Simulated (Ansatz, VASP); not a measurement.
One calculation of MnBiW2N, two programs

```
Mn Bi W N
1.0
     2.99066    0.00000    0.00000
     0.00000    2.99066    0.00000
     0.00000    0.00000    9.19580
Mn Bi W N
1 1 2 1
Cartesian
  0.0000 0.0000 5.0746
  0.0000 0.0000 8.7881
  1.4953 1.4953 6.4843
  1.4953 1.4953 3.3709
  0.0000 0.0000 3.1386
```

Alike in both runs: task single point; functional PBE; k mesh 10 × 10 × 4; occupations gaussian, width 0.1 eV; no spin polarisation.

|  | VASP | Ansatz |
| --- | --- | --- |
| version | VASP 6.6.1 | Ansatz 0.2.0 |
| potentials or method | VASP PAW PBE potentials, release 64 (Mn_pv, Bi_d, W_sv, N), cutoff 520 eV | scalar-relativistic, plane waves, PAW |
| valence electrons in the cell | 61 | 63 |

Ansatz gave:

| Item | Value |
| --- | --- |
| gap on the k mesh at the Fermi level (eV) | none |
| pressure (GPa) | 0.0 |
| traceless stress, the component that is largest in VASP (GPa) | 0.01 |
| rms of the force components (eV/Å) | 0.001 |

Problem. What did VASP give for the same quantities?

Solution. gap on the k mesh at the Fermi level (eV): none; pressure (GPa): 0.3; traceless stress, the component that is largest in VASP (GPa): -0.10; rms of the force components (eV/Å): 0.024.

Atom by atom the forces differ by 0.023 eV/Å (rms over components). A gap of «none» marks a metal or a gap that the smearing closes. With one functional, cell and mesh, what is left measures potentials, basis and numerics. VASP's potentials hold 61 valence electrons a cell and Ansatz's 63, so a difference there can come from the potentials and not from the codes.

Neither program's run includes spin-orbit coupling.
